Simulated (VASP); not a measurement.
Input of a VASP 6.6.1 run:

INCAR

```
ALGO = Normal
EDIFF = 1E-7
ENCUT = 520
GGA = PE
ISIF = 2
ISMEAR = 0
LASPH = T
LCHARG = F
LREAL = F
LWAVE = F
NBANDS = 26
NELM = 100
PREC = Accurate
SIGMA = 0.1
```

The input KPOINTS:

```
k-points
0
Gamma
  6 6 6
```

POSCAR

```
MgZr2H6
1.0
    5.3962983397      0.0000000000      0.0000000000
   -2.6981491698      4.6733314485      0.0000000000
    0.0000000000      0.0000000000      3.1862081814
Mg Zr H
1 2 6
Direct
    0.0000000000      0.0000000000      0.5000000000
    0.3333333333      0.6666666667      0.7418636940
    0.6666666667      0.3333333333      0.2581363060
    0.8067694951      0.6135389902      0.7555088220
    0.3864610098      0.1932305049      0.7555088220
    0.8067694951      0.1932305049      0.7555088220
    0.1932305049      0.3864610098      0.2444911780
    0.6135389902      0.8067694951      0.2444911780
    0.1932305049      0.8067694951      0.2444911780
```

Potentials or basis: VASP PAW PBE potentials, release 64 (Mg, Zr_sv, H).

Run with:

```bash
$ cat potpaw_PBE.64/Mg/POTCAR potpaw_PBE.64/Zr_sv/POTCAR potpaw_PBE.64/H/POTCAR > POTCAR
$ mpirun -np 1 vasp_std > vasp.out
```

What does it give for the band gap on the k mesh?

Zero (bands 16 and 17 overlap by 2.05 eV).

Estimate the largest force.

0.026 eV/Å.

Predict the pressure.

-0.2 GPa.

Stress tensor (GPa, compression positive):
```
-0.12  0.00  0.00
 0.00 -0.12  0.00
 0.00  0.00 -0.31
```
